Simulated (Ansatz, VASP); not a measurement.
# Two plane-wave programs on Si3N4

File INCAR:

```
SYSTEM = Si3N4
PREC     = Accurate       ! precision mode
ENCUT    = 520            ! plane-wave cutoff, eV
EDIFF    = 1E-8           ! SCF threshold, eV
ISMEAR   = -1             ! smearing method
SIGMA    = 0.02           ! smearing width, eV
LREAL    = .False.        ! projectors in reciprocal space
LASPH    = .True.         ! aspherical terms in the spheres
NELM     = 60             ! most SCF steps
ALGO     = Normal         ! electronic algorithm
ISIF     = 2              ! what is computed and relaxed
LWAVE    = .False.        ! write WAVECAR
LCHARG   = .False.        ! write CHGCAR
GGA      = PS             ! functional
LEFG     = .True.       
NBANDS   = 45             ! bands
```

The input KPOINTS:

```
regular mesh
0
Gamma
  6 6 6
  0 0 0
```

Contents of POSCAR:

```
Si3N4
1.0
   -3.2373500000      3.2373500000      3.2373500000
    3.2373500000     -3.2373500000      3.2373500000
    3.2373500000      3.2373500000     -3.2373500000
Si N
6 8
Direct
    0.2500000000      0.1250000000      0.8750000000
    0.8750000000      0.2500000000      0.1250000000
    0.7500000000      0.3750000000      0.6250000000
    0.6250000000      0.7500000000      0.3750000000
    0.1250000000      0.8750000000      0.2500000000
    0.3750000000      0.6250000000      0.7500000000
    0.5628000000      0.5628000000      0.5628000000
    0.4372000000      0.5000000000      0.0000000000
    0.5000000000      0.0000000000      0.9372000000
    0.0000000000      0.4372000000      0.5000000000
    0.9372000000      0.5000000000      0.0000000000
    0.0628000000      0.0628000000      0.0628000000
    0.0000000000      0.9372000000      0.5000000000
    0.5000000000      0.0000000000      0.4372000000
```

Input for Ansatz:

```yaml
crystal:
  lattice:
    - [-3.23735, 3.23735, 3.23735]
    - [3.23735, -3.23735, 3.23735]
    - [3.23735, 3.23735, -3.23735]
  atoms:
    - { symbol: Si, position: [0.25, 0.125, 0.875] }
    - { symbol: Si, position: [0.875, 0.25, 0.125] }
    - { symbol: Si, position: [0.75, 0.375, 0.625] }
    - { symbol: Si, position: [0.625, 0.75, 0.375] }
    - { symbol: Si, position: [0.125, 0.875, 0.25] }
    - { symbol: Si, position: [0.375, 0.625, 0.75] }
    - { symbol: "N", position: [0.5628, 0.5628, 0.5628] }
    - { symbol: "N", position: [0.4372, 0.5, 0.0] }
    - { symbol: "N", position: [0.5, 0.0, 0.9372] }
    - { symbol: "N", position: [0.0, 0.4372, 0.5] }
    - { symbol: "N", position: [0.9372, 0.5, 0.0] }
    - { symbol: "N", position: [0.0628, 0.0628, 0.0628] }
    - { symbol: "N", position: [0.0, 0.9372, 0.5] }
    - { symbol: "N", position: [0.5, 0.0, 0.4372] }
kpoints:
  mp_grid: { grid: [6, 6, 6] }
scf:
  occupations: { method: fermi_dirac, width: 0.02 }
hamiltonian:
  xc: pbesol
  pseudopotentials: { kind: paw }
output:
  forces: true
  stress: true
  populations: true
  efg:
    quadrupole_moments_barn: { "N": 0.02044 }
    contact_densities: true
  write_density: true
  write_potential: true
  elf: true
  volumetric_format: npy
```

Alike in both runs: task electric field gradients; functional PBEsol; k mesh 6 × 6 × 6; occupations fermi-dirac, width 0.02 eV; no spin polarisation.

```csv
,VASP,Ansatz
version,VASP 6.6.1,Ansatz 0.2.0
potentials or method,"VASP PAW PBE potentials, release 64 (Si, N)","plane-wave PAW, scalar-relativistic"
plane-wave cutoff (eV),520,420
valence electrons in the cell,64,64
```

```csv
,VASP,Ansatz,Ansatz less VASP
gap on the k mesh at the Fermi level (eV),3.94,3.94,+0.004
pressure (GPa),-2.1,-2.3,-0.22
rms of the force components (eV/Å),0.007,0.007,-0.0002
size of Vzz on the site where it differs most (V/Å²),52.6,55.5,+2.86
```

VASP's potentials were made for PBE, not for PBEsol. Atom by atom the forces differ by 0.000 eV/Å (rms over components). The functional is the same, so the differences come from potentials, cutoffs and numerics.
